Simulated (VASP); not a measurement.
# MnSn3 (Fm-3m) in VASP: settings compared

Aim: see how the results for MnSn3 move with the level of theory and the settings. Levels: PBEsol, r2SCAN. Tasks: single point.

All numbers are computed with VASP 6.6.1; they aren't measurements. Logs are shortened: lines on timing, memory, paths and dates and some standing lists are left out, and cuts for length are marked.

## 1. The cell of the first run

The structure is cubic, space group Fm-3m (No. 225). The conventional cell has a = 7.173 Å, b = 7.173 Å, c = 7.173 Å, α = 90.00°, β = 90.00°, γ = 90.00°. Within 4.1 Å of Sn (site symmetry -43m) lie 10 Sn at 3.11 to 3.59 Å and 4 Mn at 3.11 Å. Within 4.1 Å of Sn (site symmetry m-3m) lie 8 Sn at 3.11 Å and 6 Mn at 3.59 Å. Mn (site symmetry m-3m) has 14 Sn at 3.11 to 3.59 Å within 4.1 Å.

## 2. Single point, PBEsol, collinear spin, ferromagnetic start

Input file INCAR:

```
SYSTEM = MnSn3
  PREC = Accurate
  ENCUT = 520
  EDIFF = 1E-6
  ISMEAR = 0
  SIGMA = 0.1
  LREAL = .False.
  LASPH = .True.
  NELM = 150
  ALGO = Normal
  ISIF = 2
  LWAVE = .False.
  LCHARG = .False.
  ISPIN = 2
  MAGMOM = 0 0 0 3.64
  LORBIT = 11
  LMAXMIX = 4
  GGA = PS
  NBANDS = 40
```

Input file KPOINTS:

```
regular mesh
0
Gamma
  6 6 6
  0 0 0
```

Input file POSCAR:

```
MnSn3
1.0
    0.0000000000      3.5862764502      3.5862764502
    3.5862764502      0.0000000000      3.5862764502
    3.5862764502      3.5862764502      0.0000000000
Sn Mn
3 1
Direct
    0.2500000000      0.2500000000      0.2500000000
    0.7500000000      0.7500000000      0.7500000000
    0.5000000000      0.5000000000      0.5000000000
    0.0000000000      0.0000000000      0.0000000000
```

Potentials or basis: VASP PAW PBE potentials, release 64 (Sn_d, Mn_pv).

On the command line:

```bash
> cat potpaw_PBE.64/Sn_d/POTCAR potpaw_PBE.64/Mn_pv/POTCAR > POTCAR
> mpirun -np 1 vasp_std > vasp.out
```

OUTCAR:

```text
SYSTEM = MnSn3
   PREC = Accurate
   ENCUT = 520
   EDIFF = 1E-6
   ISMEAR = 0
   LREAL = .False.
   LASPH = .True.
   NELM = 150
   ISIF = 2
   ISPIN = 2
   LORBIT = 11
   GGA = PS

 ion  position               nearest neighbor table
   1  0.250  0.250  0.250-   3 3.11   4 3.11   4 3.11   4 3.11   4 3.11   3 3.11   3 3.11   3 3.11
                             2 3.59   2 3.59   2 3.59   2 3.59   2 3.59   2 3.59
   2  0.750  0.750  0.750-   3 3.11   4 3.11   3 3.11   3 3.11   3 3.11   4 3.11   4 3.11   4 3.11
                             1 3.59   1 3.59   1 3.59   1 3.59   1 3.59   1 3.59
   3  0.500  0.500  0.500-   1 3.11   2 3.11   1 3.11   1 3.11   1 3.11   2 3.11   2 3.11   2 3.11

   4  0.000  0.000  0.000-   1 3.11   2 3.11   2 3.11   2 3.11   2 3.11   1 3.11   1 3.11   1 3.11

  LATTYP: Found a face centered cubic cell.
 ALAT       =     7.1725529004

  Lattice vectors:

 A1 = (   0.0000000000,   3.5862764502,   3.5862764502)
 A2 = (   3.5862764502,   0.0000000000,   3.5862764502)
 A3 = (   3.5862764502,   3.5862764502,   0.0000000000)

Analysis of symmetry for initial positions (statically):
=====================================================================
 Subroutine PRICEL returns:
 Original cell was already a primitive cell.

 Routine SETGRP: Setting up the symmetry group for a
 face centered cubic supercell.

 Subroutine GETGRP returns: Found 48 space group operations
 (whereof 48 operations were pure point group operations)
 out of a pool of 48 trial point group operations.

The static configuration has the point symmetry O_h .

Analysis of symmetry for dynamics (positions and initial velocities):
=====================================================================
 Subroutine PRICEL returns:
 Original cell was already a primitive cell.

 Routine SETGRP: Setting up the symmetry group for a
 face centered cubic supercell.

 Subroutine GETGRP returns: Found 48 space group operations
 (whereof 48 operations were pure point group operations)
 out of a pool of 48 trial point group operations.

The dynamic configuration has the point symmetry O_h .

Analysis of structural, dynamic, and magnetic symmetry:
=====================================================================
 Subroutine PRICEL returns:
 Original cell was already a primitive cell.

 Routine SETGRP: Setting up the symmetry group for a
 face centered cubic supercell.

 Subroutine GETGRP returns: Found 48 space group operations
 (whereof 48 operations were pure point group operations)
 out of a pool of 48 trial point group operations.

The overall configuration has the point symmetry O_h .

 Subroutine INISYM returns: Found 48 space group operations
 (whereof 48 operations are pure point group operations),
 and found     1 'primitive' translations

----------------------------------------------------------------------------------------

                                     Primitive cell

  volume of cell :      92.2489

  direct lattice vectors                    reciprocal lattice vectors
     0.000000000  3.586276450  3.586276450    -0.139420373  0.139420373  0.139420373
     3.586276450  0.000000000  3.586276450     0.139420373 -0.139420373  0.139420373
     3.586276450  3.586276450  0.000000000     0.139420373  0.139420373 -0.139420373

  length of vectors
     5.071760794  5.071760794  5.071760794     0.241483169  0.241483169  0.241483169

  position of ions in fractional coordinates (direct lattice)
     0.250000000  0.250000000  0.250000000
     0.750000000  0.750000000  0.750000000
     0.500000000  0.500000000  0.500000000
     0.000000000  0.000000000  0.000000000

  ion indices of the primitive-cell ions
   primitive index   ion index
                 1           1
                 2           2
                 3           3
                 4           4

----------------------------------------------------------------------------------------

 KPOINTS: regular mesh

Automatic generation of k-mesh.
 Grid dimensions read from file:
 generate k-points for:    6    6    6

 Generating k-lattice:

  Cartesian coordinates                     Fractional coordinates (reciprocal lattice)
    -0.023236729  0.023236729  0.023236729     0.166666667  0.000000000  0.000000000
     0.023236729 -0.023236729  0.023236729     0.000000000  0.166666667  0.000000000
     0.023236729  0.023236729 -0.023236729     0.000000000  0.000000000  0.166666667

  Length of vectors
     0.040247195  0.040247195  0.040247195

  Shift w.r.t. Gamma in fractional coordinates (k-lattice)
     0.000000000  0.000000000  0.000000000

 Subroutine IBZKPT returns following result:
 ===========================================

 Found     16 irreducible k-points:

 Following reciprocal coordinates:
            Coordinates               Weight
  0.000000  0.000000  0.000000      1.000000
  0.166667  0.000000  0.000000      8.000000
  0.333333  0.000000  0.000000      8.000000
  0.500000  0.000000  0.000000      4.000000
  0.166667  0.166667  0.000000      6.000000
  0.333333  0.166667  0.000000     24.000000
[... 8 lines left out ...]
 -0.333333  0.333333  0.166667     24.000000
 -0.333333  0.500000  0.166667     12.000000
   k-points           NKPTS =     16   k-points in BZ     NKDIM =     16   number of bands    NBANDS=     40
   number of dos      NEDOS =    301   number of ions     NIONS =      4
   total plane-waves  NPLWV =  64000
   dimension x,y,z NGX =    40 NGY =   40 NGZ =   40
   dimension x,y,z NGXF=    80 NGYF=   80 NGZF=   80
   ions per type =               3   1
   NGX,Y,Z   is equivalent  to a cutoff of  13.11, 13.11, 13.11 a.u.
   NGXF,Y,Z  is equivalent  to a cutoff of  26.22, 26.22, 26.22 a.u.
 SYSTEM =  MnSn3
   PREC   = accura    normal or accurate (medium, high low for compatibility)
   ISTART =      0    job   : 0-new  1-cont  2-samecut
   ICHARG =      2    charge: 1-file 2-atom 10-const
   ISPIN  =      2    spin polarized calculation?
   LNONCOLLINEAR =      F non collinear calculations
   LSORBIT =      F    spin-orbit coupling
   LASPH  =      T    aspherical Exc in radial PAW
   ENCUT  =  520.0 eV  38.22 Ry    6.18 a.u.   9.43  9.43  9.43*2*pi/ulx,y,z
   NELM   =    150;   NELMIN=  2; NELMDL= -5     # of ELM steps
   EDIFF  = 0.1E-05   stopping-criterion for ELM
   LREAL  =      F    real-space projection
   EDIFFG = 0.1E-04   stopping-criterion for IOM
   NSW    =      0    number of steps for IOM
   IBRION =     -1    ionic relax: 0-MD 1-quasi-New 2-CG
   NFREE  =      0    steps in history (QN), initial steepest desc. (CG)
   ISIF   =      2    stress and relaxation
   ISYM   =      2    0-nonsym 1-usesym 2-fastsym
   POTIM  = 0.5000    time-step for ionic-motion
   TEBEG  =    0.0;   TEEND  =   0.0 temperature during run
   PSTRESS=    0.0 pullay stress
   NELECT =      55.0000    total number of electrons
   NUPDOWN=      -1.0000    fix difference up-down
   EMIN   =  10.00;   EMAX   =-10.00  energy-range for DOS
   EFERMI =   0.00;   METHOD = LEGACY
   ISMEAR =     0;   SIGMA  =   0.10  broadening in eV -4-tet -1-fermi 0-gaus
   EFERMI_NEDOS =   21; number of points for ismear=-14 and -15
   IALGO  =     38    algorithm
   IMIX   =      4    mixing-type and parameters
     AMIX     =   0.40;   BMIX     =  1.00
     AMIX_MAG =   1.60;   BMIX_MAG =  1.00
  volume/ion in A,a.u.               =      23.06       155.63
  Fermi-wavevector in a.u.,A,eV,Ry     =   1.377871  2.603799 25.831057  1.898529
  Thomas-Fermi vector in A             =   2.502985
   LORBIT       =     11    0 simple, 1 ext, 2 COOP (PROOUT), +10 PAW based schemes
   GGA     = PS    functional components
   LHFCALC =     F    Hartree Fock is set to
   AEXX    =    0.0000 exact exchange contribution
   IVDW    =     0    specifies the selected vdW correction
   LEPSILON=     F    determine dielectric tensor
   LRPA    =     F    only Hartree local field effects (RPA)
 spin polarized calculation
 Gauss-broadening in eV      SIGMA  =   0.10
  energy-cutoff  :      520.00
  volume of cell :       92.25
 maximum number of plane-waves:      2505
 NGX is ok and might be reduce to    40
   NGX = 19   NGY = 19   NGZ = 19

 number of electron      55.0000020 magnetization       3.7336546

 Free energy of the ion-electron system (eV)
  ---------------------------------------------------
  ext. energy  EPLUGINS =         0.00000000
  ---------------------------------------------------
  free energy    TOTEN  =       -21.03134086 eV

  energy without entropy =      -21.01371496  energy(sigma->0) =      -21.02252791

 E-fermi :   8.6104     XC(G=0): -10.9890

 val. band max:        8.5969214079   @ k =   0.5000   0.3333   0.0000
 cond. band min:       8.6142129027   @ k =   0.3333   0.1667   0.0000
 fundamental gap:      0.0172914948
 Fermi energy:         8.6104020024

 spin component 1

 k-point     1 :       0.0000    0.0000    0.0000
  band No.  band energies     occupation
      1     -41.4208      1.00000
      2     -41.4208      1.00000
      3     -41.4208      1.00000
      4     -13.0023      1.00000
      5     -13.0023      1.00000
      6     -13.0023      1.00000
[... 31 lines left out ...]
     38      13.6926      0.00000
     39      19.9154      0.00000

 k-point     2 :       0.1667    0.0000    0.0000
  band No.  band energies     occupation
      1     -41.4208      1.00000
      2     -41.4208      1.00000
      3     -41.4208      1.00000
      4     -13.0089      1.00000
      5     -13.0089      1.00000
      6     -13.0041      1.00000
[... 577 lines left out ...]
     38      16.3814      0.00000
     39      16.6510      0.00000

 k-point    16 :      -0.3333    0.5000    0.1667
  band No.  band energies     occupation
      1     -41.4209      1.00000
      2     -41.4209      1.00000
      3     -41.4208      1.00000
      4     -13.0340      1.00000
      5     -13.0244      1.00000
      6     -12.9961      1.00000
[... 31 lines left out ...]
     38      15.5819      0.00000
     39      15.6271      0.00000
 Fermi energy:         8.6104020024

 spin component 2

 k-point     1 :       0.0000    0.0000    0.0000
  band No.  band energies     occupation
      1     -37.4913      1.00000
      2     -37.4913      1.00000
      3     -37.4913      1.00000
      4     -13.0083      1.00000
      5     -13.0083      1.00000
      6     -13.0083      1.00000
[... 31 lines left out ...]
     38      14.2969      0.00000
     39      20.2694      0.00000

 k-point     2 :       0.1667    0.0000    0.0000
  band No.  band energies     occupation
      1     -37.4914      1.00000
      2     -37.4913      1.00000
      3     -37.4913      1.00000
      4     -13.0152      1.00000
      5     -13.0152      1.00000
      6     -13.0103      1.00000
[... 577 lines left out ...]
     38      16.7872      0.00000
     39      16.9797      0.00000

 k-point    16 :      -0.3333    0.5000    0.1667
  band No.  band energies     occupation
      1     -37.4914      1.00000
      2     -37.4914      1.00000
      3     -37.4914      1.00000
      4     -13.0410      1.00000
      5     -13.0314      1.00000
      6     -13.0027      1.00000
[... 31 lines left out ...]
     38      15.9435      0.00000
     39      15.9667      0.00000
 [bands above 39 left out]

------------------------ aborting loop because EDIFF is reached ----------------------------------------

  FORCE on cell =-STRESS in cart. coord.  units (eV):
  Direction    XX          YY          ZZ          XY          YZ          ZX
  --------------------------------------------------------------------------------------
  -------------------------------------------------------------------------------------
  Total        0.1611130      0.1611130      0.1611130      0.0000000      0.0000000      0.0000000
  in kB        2.7982080      2.7982080      2.7982080      0.0000000      0.0000000      0.0000000
  external PRESSURE =       2.7982080 kB  Pullay stress =       0.0000000 kB

 VOLUME and BASIS-vectors are now :
 -----------------------------------------------------------------------------
  energy-cutoff  :      520.00
  volume of cell :       92.25
      direct lattice vectors                 reciprocal lattice vectors
     0.000000000  3.586276450  3.586276450    -0.139420373  0.139420373  0.139420373
     3.586276450  0.000000000  3.586276450     0.139420373 -0.139420373  0.139420373
     3.586276450  3.586276450  0.000000000     0.139420373  0.139420373 -0.139420373

 POSITION                                       TOTAL-FORCE (eV/Angst)
 -----------------------------------------------------------------------------------
      1.79314      1.79314      1.79314         0.000000      0.000000      0.000000
      5.37941      5.37941      5.37941        -0.000000     -0.000000     -0.000000
      3.58628      3.58628      3.58628        -0.000000      0.000000      0.000000
      0.00000      0.00000      0.00000        -0.000000      0.000000      0.000000
 -----------------------------------------------------------------------------------
    total drift:                               -0.000000      0.000000      0.000000

  FREE ENERGIE OF THE ION-ELECTRON SYSTEM (eV)
  ---------------------------------------------------
  free  energy   TOTEN  =       -21.0313408628 eV

  energy  without entropy=      -21.0137149636  energy(sigma->0) =      -21.02252791

 total charge

# of ion       s       p       d       tot
------------------------------------------
    1        1.257   0.994   9.993  12.244
    2        1.257   0.994   9.993  12.244
    3        1.290   0.956  10.006  12.252
    4        0.278   6.121   4.978  11.377
--------------------------------------------------
tot          4.083   9.065  34.968  48.116

 magnetization (x)

# of ion       s       p       d       tot
------------------------------------------
    1        0.008  -0.092   0.001  -0.083
    2        0.008  -0.092   0.001  -0.083
    3       -0.015   0.015  -0.006  -0.006
    4        0.039   0.020   3.715   3.774
--------------------------------------------------
tot          0.041  -0.148   3.710   3.603
```

It took 2.9 min on 1 thread of AMD EPYC 7R13 (Zen 3), shared host; peak memory 0.29 GiB.

What came out:

| Property | Result |
| --- | --- |
| Free energy | -21.0313 eV |
| Pressure | 0.3 GPa |
| Net moment | 3.73 μB per cell |
| Site moments | Sn -0.08, -0.01 (each value once); Mn +3.77 μB |
| Valence electrons inside the program's atomic spheres | Sn 12.24, 12.25 (each value once); Mn 11.38 |

Caveat: the PAW data sets were made with another functional, which shifts forces and pressure a little; spin-orbit coupling is left out, which moves the levels of the heavy elements.

[end of part 1 of 3]
